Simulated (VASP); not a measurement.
**Cu: relaxation of the atoms with PBE**

Slab: Cu, a slab with vacuum.

```
Cu
1.0
     2.56651    0.00000    0.00000
    -1.28326    2.22267    0.00000
     0.00000    0.00000   20.19110
Cu
3
Direct
  0.16667 0.33333 0.39621
  0.50000 0.00000 0.50000
  0.83333 0.66667 0.60379
```

```yaml
Program: VASP 6.6.1
Task: relaxation of the atoms
Functional: PBE
Potentials_or_basis: VASP PAW PBE potentials, release 64 (Cu)
Cutoff: 520 eV
k_mesh: 15 × 15 × 1
Occupations: fermi-dirac, width 0.1 eV
Spin: no spin polarisation
Dipole_correction: yes
Further_INCAR_settings: ALGO = Normal; EDIFF = 1e-07; IBRION = 2; EDIFFG = -0.01; NSW = 60
```

- Energy gained by relaxing: 0.5 meV/atom
- Ionic steps: 5

The path:
| step | energy change (eV) | largest force (eV/Å) | pressure (GPa) |
| --- | --- | --- | --- |
| 1 | 0.0000 | 0.0789 | -1.25 |
| 2 | -0.0005 | 0.0644 | -1.20 |
| 3 | -0.0015 | 0.0240 | -1.07 |
| 4 | -0.0007 | 0.0616 | -0.79 |
| 5 | -0.0016 | 0.0011 | -0.99 |

Final structure:
```
CELL_PARAMETERS angstrom
2.56651 0.00000 0.00000
-1.28326 2.22267 0.00000
0.00000 0.00000 20.19110
ATOMIC_POSITIONS crystal
Cu 0.16667 0.33333 0.39719
Cu 0.50000 0.00000 0.50000
Cu 0.83333 0.66667 0.60281
```

Levels at points of the mesh, in eV from the Fermi level:
| k point | band 15 | band 16 | band 17 | band 18 | band 19 | band 20 |
| --- | --- | --- | --- | --- | --- | --- |
| (0.00, 0.00, 0.00) | -1.86 | -1.64 | -1.64 | -1.54 | -0.07 | 4.14 |

Wall time 3.4 min on 1 thread of Intel(R) Xeon(R) Platinum 8375C CPU @ 2.90GHz (Ice Lake), on a shared host, peak memory 0.26 GiB.
